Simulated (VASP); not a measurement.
# Al2Pt (Fm-3m) in VASP: a series of runs

The runs below take Al2Pt through single point, with PBE.

Everything below comes from runs of VASP 6.6.1. Logs are shortened: lines on timing, memory, paths and dates and some standing lists are left out, and cuts for length are marked.

## Step 1: The cell of the first run

It takes space group Fm-3m (No. 225, cubic). The conventional cell has a = 5.910 Å, b = 5.910 Å, c = 5.910 Å, α = 90.00°, β = 90.00°, γ = 90.00°. Al (site symmetry -43m) has 4 Pt at 2.56 Å and 6 Al at 2.96 Å within 3.4 Å. Within 3.4 Å of Pt (site symmetry m-3m) lie 8 Al at 2.56 Å.

## Step 2: Single point, PBE

File INCAR:

```
PREC = Accurate
ENCUT = 520
EDIFF = 1E-6
ISMEAR = 0
SIGMA = 0.05
LREAL = F
LASPH = T
NELM = 80
ALGO = Normal
ISIF = 2
LWAVE = F
LCHARG = F
GGA = PE
NBANDS = 15
```

File KPOINTS:

```
Automatic mesh
0
Gamma
  12 12 12
```

File POSCAR:

```
Al2Pt
1.0
    0.0000000000      2.9550000000      2.9550000000
    2.9550000000      0.0000000000      2.9550000000
    2.9550000000      2.9550000000      0.0000000000
Al Pt
2 1
Direct
    0.2500000000      0.2500000000      0.2500000000
    0.7500000000      0.7500000000      0.7500000000
    0.0000000000      0.0000000000      0.0000000000
```

Potentials or basis: VASP PAW PBE potentials, release 64 (Al, Pt).

Run with:

```sh
> cat potpaw_PBE.64/Al/POTCAR potpaw_PBE.64/Pt/POTCAR > POTCAR
> mpirun -np 1 vasp_std > vasp.out
```

OUTCAR:

```text
PREC = Accurate
   ENCUT = 520
   EDIFF = 1E-6
   ISMEAR = 0
   LREAL = F
   LASPH = T
   NELM = 80
   ISIF = 2
   GGA = PE

 ion  position               nearest neighbor table
   1  0.250  0.250  0.250-   3 2.56   3 2.56   3 2.56   3 2.56   2 2.96   2 2.96   2 2.96   2 2.96
                             2 2.96   2 2.96
   2  0.750  0.750  0.750-   3 2.56   3 2.56   3 2.56   3 2.56   1 2.96   1 2.96   1 2.96   1 2.96
                             1 2.96   1 2.96
   3  0.000  0.000  0.000-   2 2.56   2 2.56   2 2.56   1 2.56   2 2.56   1 2.56   1 2.56   1 2.56

  LATTYP: Found a face centered cubic cell.
 ALAT       =     5.9100000000

  Lattice vectors:

 A1 = (   0.0000000000,   2.9550000000,   2.9550000000)
 A2 = (   2.9550000000,   0.0000000000,   2.9550000000)
 A3 = (   2.9550000000,   2.9550000000,   0.0000000000)

Analysis of symmetry for initial positions (statically):
=====================================================================
 Subroutine PRICEL returns:
 Original cell was already a primitive cell.

 Routine SETGRP: Setting up the symmetry group for a
 face centered cubic supercell.

 Subroutine GETGRP returns: Found 48 space group operations
 (whereof 48 operations were pure point group operations)
 out of a pool of 48 trial point group operations.

The static configuration has the point symmetry O_h .

Analysis of symmetry for dynamics (positions and initial velocities):
=====================================================================
 Subroutine PRICEL returns:
 Original cell was already a primitive cell.

 Routine SETGRP: Setting up the symmetry group for a
 face centered cubic supercell.

 Subroutine GETGRP returns: Found 48 space group operations
 (whereof 48 operations were pure point group operations)
 out of a pool of 48 trial point group operations.

The dynamic configuration has the point symmetry O_h .

 Subroutine INISYM returns: Found 48 space group operations
 (whereof 48 operations are pure point group operations),
 and found     1 'primitive' translations

----------------------------------------------------------------------------------------

                                     Primitive cell

  volume of cell :      51.6063

  direct lattice vectors                    reciprocal lattice vectors
     0.000000000  2.955000000  2.955000000    -0.169204738  0.169204738  0.169204738
     2.955000000  0.000000000  2.955000000     0.169204738 -0.169204738  0.169204738
     2.955000000  2.955000000  0.000000000     0.169204738  0.169204738 -0.169204738

  length of vectors
     4.179001077  4.179001077  4.179001077     0.293071203  0.293071203  0.293071203

  position of ions in fractional coordinates (direct lattice)
     0.250000000  0.250000000  0.250000000
     0.750000000  0.750000000  0.750000000
     0.000000000  0.000000000  0.000000000

  ion indices of the primitive-cell ions
   primitive index   ion index
                 1           1
                 2           2
                 3           3

----------------------------------------------------------------------------------------

 KPOINTS: Automatic mesh

Automatic generation of k-mesh.
 Grid dimensions read from file:
 generate k-points for:   12   12   12

 Generating k-lattice:

  Cartesian coordinates                     Fractional coordinates (reciprocal lattice)
    -0.014100395  0.014100395  0.014100395     0.083333333  0.000000000  0.000000000
     0.014100395 -0.014100395  0.014100395     0.000000000  0.083333333  0.000000000
     0.014100395  0.014100395 -0.014100395     0.000000000  0.000000000  0.083333333

  Length of vectors
     0.024422600  0.024422600  0.024422600

  Shift w.r.t. Gamma in fractional coordinates (k-lattice)
     0.000000000  0.000000000  0.000000000

 Subroutine IBZKPT returns following result:
 ===========================================

 Found     72 irreducible k-points:

 Following reciprocal coordinates:
            Coordinates               Weight
  0.000000  0.000000  0.000000      1.000000
  0.083333  0.000000  0.000000      8.000000
  0.166667  0.000000  0.000000      8.000000
  0.250000  0.000000  0.000000      8.000000
  0.333333  0.000000  0.000000      8.000000
  0.416667  0.000000  0.000000      8.000000
[... 16 lines left out ...]
  0.500000  0.166667  0.000000     24.000000
 -0.416667  0.166667  0.000000     24.000000
 [... further k-points ...]
   k-points           NKPTS =     72   k-points in BZ     NKDIM =     72   number of bands    NBANDS=     15
   number of dos      NEDOS =    301   number of ions     NIONS =      3
   total plane-waves  NPLWV =  32768
   dimension x,y,z NGX =    32 NGY =   32 NGZ =   32
   dimension x,y,z NGXF=    64 NGYF=   64 NGZF=   64
   ions per type =               2   1
   NGX,Y,Z   is equivalent  to a cutoff of  12.73, 12.73, 12.73 a.u.
   NGXF,Y,Z  is equivalent  to a cutoff of  25.46, 25.46, 25.46 a.u.
 SYSTEM =  unknown system
   PREC   = accura    normal or accurate (medium, high low for compatibility)
   ISTART =      0    job   : 0-new  1-cont  2-samecut
   ICHARG =      2    charge: 1-file 2-atom 10-const
   ISPIN  =      1    spin polarized calculation?
   LNONCOLLINEAR =      F non collinear calculations
   LSORBIT =      F    spin-orbit coupling
   LASPH  =      T    aspherical Exc in radial PAW
   ENCUT  =  520.0 eV  38.22 Ry    6.18 a.u.   7.77  7.77  7.77*2*pi/ulx,y,z
   NELM   =     80;   NELMIN=  2; NELMDL= -5     # of ELM steps
   EDIFF  = 0.1E-05   stopping-criterion for ELM
   LREAL  =      F    real-space projection
   EDIFFG = 0.1E-04   stopping-criterion for IOM
   NSW    =      0    number of steps for IOM
   IBRION =     -1    ionic relax: 0-MD 1-quasi-New 2-CG
   NFREE  =      0    steps in history (QN), initial steepest desc. (CG)
   ISIF   =      2    stress and relaxation
   ISYM   =      2    0-nonsym 1-usesym 2-fastsym
   POTIM  = 0.5000    time-step for ionic-motion
   TEBEG  =    0.0;   TEEND  =   0.0 temperature during run
   PSTRESS=    0.0 pullay stress
   NELECT =      16.0000    total number of electrons
   NUPDOWN=      -1.0000    fix difference up-down
   EMIN   =  10.00;   EMAX   =-10.00  energy-range for DOS
   EFERMI =   0.00;   METHOD = LEGACY
   ISMEAR =     0;   SIGMA  =   0.05  broadening in eV -4-tet -1-fermi 0-gaus
   EFERMI_NEDOS =   21; number of points for ismear=-14 and -15
   IALGO  =     38    algorithm
   IMIX   =      4    mixing-type and parameters
     AMIX     =   0.40;   BMIX     =  1.00
     AMIX_MAG =   1.60;   BMIX_MAG =  1.00
  volume/ion in A,a.u.               =      17.20       116.09
  Fermi-wavevector in a.u.,A,eV,Ry     =   1.108019  2.093853 16.703966  1.227707
  Thomas-Fermi vector in A             =   2.244541
   LORBIT       =      0    0 simple, 1 ext, 2 COOP (PROOUT), +10 PAW based schemes
   GGA     = PE    functional components
   LHFCALC =     F    Hartree Fock is set to
   AEXX    =    0.0000 exact exchange contribution
   IVDW    =     0    specifies the selected vdW correction
   LEPSILON=     F    determine dielectric tensor
   LRPA    =     F    only Hartree local field effects (RPA)
 non-spin polarized calculation
 Gauss-broadening in eV      SIGMA  =   0.05
  energy-cutoff  :      520.00
  volume of cell :       51.61
 maximum number of plane-waves:      1411
   NGX = 15   NGY = 15   NGZ = 15

 number of electron      16.0000000 magnetization

 Free energy of the ion-electron system (eV)
  ---------------------------------------------------
  ext. energy  EPLUGINS =         0.00000000
  ---------------------------------------------------
  free energy    TOTEN  =       -16.24726784 eV

  energy without entropy =      -16.24571189  energy(sigma->0) =      -16.24648987

 E-fermi :   7.9413     XC(G=0): -10.7009

 val. band max:        7.9242244896   @ k =   0.3333   0.2500   0.0000
 cond. band min:       7.9541670533   @ k =  -0.4167   0.2500   0.0000
 fundamental gap:      0.0299425637
 Fermi energy:         7.9413093848

 k-point     1 :       0.0000    0.0000    0.0000
  band No.  band energies     occupation
      1      -2.3283      2.00000
      2       2.8458      2.00000
      3       2.8458      2.00000
      4       2.8458      2.00000
      5       4.2017      2.00000
      6       4.2017      2.00000
      7      10.8574      0.00000
      8      11.7229      0.00000
      9      11.7229      0.00000
     10      11.7229      0.00000
     11      13.3096      0.00000
     12      13.3096      0.00000
     13      13.3096      0.00000
     14      14.2378      0.00000
     15      14.2378      0.00000

 k-point     2 :       0.0833    0.0000    0.0000
  band No.  band energies     occupation
      1      -2.2325      2.00000
      2       2.7881      2.00000
      3       2.8783      2.00000
      4       2.8783      2.00000
      5       4.1901      2.00000
      6       4.1901      2.00000
      7      10.3893      0.00000
      8      11.0948      0.00000
      9      11.4421      0.00000
     10      11.4421      0.00000
     11      13.6263      0.00000
     12      13.6263      0.00000
     13      13.9404      0.00000
     14      14.0465      0.00000
     15      14.0465      0.00000

 k-point     3 :       0.1667    0.0000    0.0000
  band No.  band energies     occupation
      1      -1.9496      2.00000
      2       2.6340      2.00000
      3       2.9633      2.00000
      4       2.9633      2.00000
      5       4.1709      2.00000
      6       4.1709      2.00000
      7       8.6741      0.00000
      8      10.8515      0.00000
      9      10.8515      0.00000
     10      11.3499      0.00000
     11      13.6433      0.00000
     12      13.6807      0.00000
     13      13.6807      0.00000
     14      14.3373      0.00000
     15      14.3373      0.00000
[... 343 lines left out ...]
 k-point    23 :       0.5000    0.1667    0.0000
  band No.  band energies     occupation
      1       0.2075      2.00000
      2       1.8667      2.00000
      3       3.0894      2.00000
      4       3.3584      2.00000
      5       4.1828      2.00000
      6       4.4021      2.00000
      7       4.4429      2.00000
      8       7.7648      2.00000
      9       8.2446      0.00000
     10      11.3396      0.00000
     11      13.7291      0.00000
     12      14.1649      0.00000
     13      14.5260      0.00000
     14      15.5779      0.00000
     15      17.9486      0.00000

 k-point    24 :      -0.4167    0.1667    0.0000
  band No.  band energies     occupation
      1       0.3142      2.00000
      2       1.8402      2.00000
      3       3.0611      2.00000
      4       3.3751      2.00000
      5       3.9691      2.00000
      6       4.2982      2.00000
      7       4.6775      2.00000
      8       7.4133      2.00000
      9       8.5569      0.00000
     10      11.4148      0.00000
     11      13.5373      0.00000
     12      13.9153      0.00000
     13      14.8362      0.00000
     14      16.7153      0.00000
     15      17.0821      0.00000

 [... further k-points ...]
[... 5 lines left out ...]
  --------------------------------------------------------------------------------------
  -------------------------------------------------------------------------------------
  Total        0.7401982      0.7401982      0.7401982      0.0000000      0.0000000      0.0000000
  in kB       22.9803232     22.9803232     22.9803232      0.0000000      0.0000000      0.0000000
  external PRESSURE =      22.9803232 kB  Pullay stress =       0.0000000 kB

 VOLUME and BASIS-vectors are now :
 -----------------------------------------------------------------------------
  energy-cutoff  :      520.00
  volume of cell :       51.61
      direct lattice vectors                 reciprocal lattice vectors
     0.000000000  2.955000000  2.955000000    -0.169204738  0.169204738  0.169204738
     2.955000000  0.000000000  2.955000000     0.169204738 -0.169204738  0.169204738
     2.955000000  2.955000000  0.000000000     0.169204738  0.169204738 -0.169204738

 POSITION                                       TOTAL-FORCE (eV/Angst)
 -----------------------------------------------------------------------------------
      1.47750      1.47750      1.47750         0.000000      0.000000      0.000000
      4.43250      4.43250      4.43250        -0.000000     -0.000000     -0.000000
      0.00000      0.00000      0.00000         0.000000     -0.000000      0.000000
 -----------------------------------------------------------------------------------
    total drift:                                0.000000     -0.000000      0.000000

  FREE ENERGIE OF THE ION-ELECTRON SYSTEM (eV)
  ---------------------------------------------------
  free  energy   TOTEN  =       -16.2472678447 eV

  energy  without entropy=      -16.2457118874  energy(sigma->0) =      -16.24648987
```

Run time: 28 s. Hardware: 1 thread of Intel Xeon 6975P-C, shared host; peak memory 0.21 GiB.

Results:

```
Free energy            : -16.2473 eV
Pressure               : 2.3 GPa
Band gap on the k mesh : zero (band 8 reaches 11.72 eV, above the bottom of band 9 at 6.30 eV)
```

Caveat: spin-orbit coupling is left out, which moves the levels of the heavy elements.

## Step 3: Single point, PBE, non-collinear spin, zero start, spin-orbit coupling

File INCAR:

```
SYSTEM = Al2Pt
PREC     = Accurate       ! precision mode
ENCUT    = 500            ! plane-wave cutoff, eV
EDIFF    = 1E-6           ! SCF threshold, eV
ISMEAR   = 0              ! smearing method
SIGMA    = 0.05           ! smearing width, eV
LREAL    = .FALSE.        ! projectors in reciprocal space
LASPH    = .TRUE.         ! aspherical terms in the spheres
NELM     = 200            ! most SCF steps
ALGO     = Normal         ! electronic algorithm
ISIF     = 2              ! what is computed and relaxed
LWAVE    = .FALSE.        ! write WAVECAR
LCHARG   = .FALSE.        ! write CHGCAR
MAGMOM   = 0 0 0 0 0 0 0 0 0 ! initial moments
LORBIT   = 11             ! projections on sites
LSORBIT  = .TRUE.         ! spin-orbit coupling
GGA_COMPAT= .FALSE.      
LORBMOM  = .TRUE.       
LMAXMIX  = 4              ! l up to which the mixer works
GGA      = PE             ! functional
NBANDS   = 29             ! bands
```

File KPOINTS:

```
regular mesh
0
G
  12 12 12
  0 0 0
```

POSCAR is that of step 2.

Potentials or basis: VASP PAW PBE potentials, release 64 (Al, Pt).

Run with:

```sh
> cat potpaw_PBE.64/Al/POTCAR potpaw_PBE.64/Pt/POTCAR > POTCAR
> mpirun -np 1 vasp_ncl > vasp.out
```

OUTCAR:

```text
SYSTEM = Al2Pt
   PREC = Accurate
   ENCUT = 500
   EDIFF = 1E-6
   ISMEAR = 0
   LREAL = .FALSE.
   LASPH = .TRUE.
   NELM = 200
   ISIF = 2
   LORBIT = 11
   LSORBIT = .TRUE.
   GGA = PE

 ion  position               nearest neighbor table
   1  0.250  0.250  0.250-   3 2.56   3 2.56   3 2.56   3 2.56   2 2.96   2 2.96   2 2.96   2 2.96
                             2 2.96   2 2.96
   2  0.750  0.750  0.750-   3 2.56   3 2.56   3 2.56   3 2.56   1 2.96   1 2.96   1 2.96   1 2.96
                             1 2.96   1 2.96
   3  0.000  0.000  0.000-   2 2.56   2 2.56   2 2.56   1 2.56   2 2.56   1 2.56   1 2.56   1 2.56

  LATTYP: Found a face centered cubic cell.
 ALAT       =     5.9100000000

  Lattice vectors:

 A1 = (   0.0000000000,   2.9550000000,   2.9550000000)
 A2 = (   2.9550000000,   0.0000000000,   2.9550000000)
 A3 = (   2.9550000000,   2.9550000000,   0.0000000000)

Analysis of symmetry for initial positions (statically):
=====================================================================
 Subroutine PRICEL returns:
 Original cell was already a primitive cell.
[... 1020 lines left out ...]
     0.0000000     0.0000000     0.0000000     0.0000000     0.0000000
     0.0000000     0.0000000     0.0000000     0.0000000     0.0000000
 l=   3
     0.0000000     0.0000000     0.0000000     0.0000000     0.0000000     0.0000000     0.0000000
     0.0000000     0.0000000     0.0000000     0.0000000     0.0000000     0.0000000     0.0000000
     0.0000000     0.0000000     0.0000000     0.0000000     0.0000000     0.0000000     0.0000000
     0.0000000     0.0000000     0.0000000     0.0000000     0.0000000     0.0000000     0.0000000
[... 29 lines left out ...]
 l=   2
     0.0000000    -0.0138393     0.0000000    -0.0138393    -0.0558882
    -0.0138393     0.0000000    -0.0419161    -0.0138393    -0.0139720
     0.0000000    -0.0419161     0.0000000    -0.0419161     0.0000000
    -0.0138393    -0.0138393    -0.0419161     0.0000000    -0.0139720
    -0.0558882    -0.0139720     0.0000000    -0.0139720     0.0000000
 l=   3
     0.0000000     0.0000000     0.0000000     0.0000000     0.0000000     0.0000000     0.0000000
     0.0000000     0.0000000     0.0000000     0.0000000     0.0000000     0.0000000     0.0000000
     0.0000000     0.0000000     0.0000000     0.0000000     0.0000000     0.0000000     0.0000000
     0.0000000     0.0000000     0.0000000     0.0000000     0.0000000     0.0000000     0.0000000
     0.0000000     0.0000000     0.0000000     0.0000000     0.0000000     0.0000000     0.0000000
     0.0000000     0.0000000     0.0000000     0.0000000     0.0000000     0.0000000     0.0000000
     0.0000000     0.0000000     0.0000000     0.0000000     0.0000000     0.0000000     0.0000000

 total charge

# of ion       s       p       d       tot
------------------------------------------
    1        0.401   0.364   0.000   0.764
    2        0.401   0.364   0.000   0.764
    3        0.833   0.745   8.147   9.725
--------------------------------------------------
tot          1.634   1.472   8.147  11.254

 magnetization (x)

# of ion       s       p       d       tot
------------------------------------------
    1        0.000  -0.000   0.000   0.000
    2        0.000  -0.000   0.000   0.000
    3        0.000   0.000   0.000   0.000
--------------------------------------------------
tot          0.000  -0.000   0.000   0.000

 magnetization (y)

# of ion       s       p       d       tot
------------------------------------------
    1        0.000   0.000   0.000   0.000
    2       -0.000  -0.000   0.000  -0.000
    3        0.000  -0.000   0.000  -0.000
--------------------------------------------------
tot         -0.000  -0.000   0.000  -0.000

 magnetization (z)

# of ion       s       p       d       tot
------------------------------------------
    1       -0.000   0.000   0.000  -0.000
    2       -0.000   0.000   0.000  -0.000
    3       -0.000   0.000   0.000   0.000
--------------------------------------------------
tot         -0.000   0.000   0.000  -0.000
```

OSZICAR:

```text
N       E                     dE             d eps       ncg     rms          rms(c)
DAV:   1     0.534243999175E+02    0.53424E+02   -0.64435E+03  4216   0.922E+02
DAV:   2    -0.147709616247E+02   -0.68195E+02   -0.61831E+02  4641   0.181E+02
DAV:   3    -0.171564792016E+02   -0.23855E+01   -0.23479E+01  5290   0.304E+01
DAV:   4    -0.171800961520E+02   -0.23617E-01   -0.23606E-01  5019   0.348E+00
DAV:   5    -0.171805117108E+02   -0.41556E-03   -0.41555E-03  5195   0.490E-01    0.951E+00
DAV:   6    -0.167093994285E+02    0.47111E+00   -0.18260E+00  4835   0.132E+01    0.351E+00
DAV:   7    -0.166288429404E+02    0.80556E-01   -0.14789E-01  4745   0.385E+00    0.247E+00
DAV:   8    -0.166031185158E+02    0.25724E-01   -0.14380E-02  4902   0.939E-01    0.121E+00
DAV:   9    -0.165979398003E+02    0.51787E-02   -0.62960E-03  4694   0.757E-01    0.210E-01
DAV:  10    -0.165981245724E+02   -0.18477E-03   -0.29664E-04  4804   0.133E-01    0.108E-01
DAV:  11    -0.165981866421E+02   -0.62070E-04   -0.95650E-05  4643   0.721E-02    0.165E-02
DAV:  12    -0.165981879177E+02   -0.12756E-05   -0.16531E-06  5186   0.103E-02    0.788E-03
DAV:  13    -0.165981894101E+02   -0.14924E-05   -0.18230E-06  4623   0.929E-03    0.267E-03
DAV:  14    -0.165981895921E+02   -0.18196E-06   -0.50210E-07  3547   0.553E-03
   1 F= -.16598190E+02 E0= -.16597831E+02  d E =-.717723E-03  mag=    -0.0000    -0.0000    -0.0000
```

Run time: 3.9 min. Hardware: 1 thread of Intel Xeon Platinum 8375C at 2.90GHz (Ice Lake), shared host; peak memory 0.37 GiB.

What came out:

| Quantity | Value |
| --- | --- |
| Free energy | -16.5982 eV |
| Pressure | 2.0 GPa |
| Net moment | 0.00 μB per cell |
| Valence electrons inside the program's atomic spheres | Al 0.76; Pt 9.72 |

Moments on the atoms (μB; x, y, z):
```
Al  0.00 0.00 0.00
Al  0.00 0.00 0.00
Pt  0.00 0.00 0.00
```
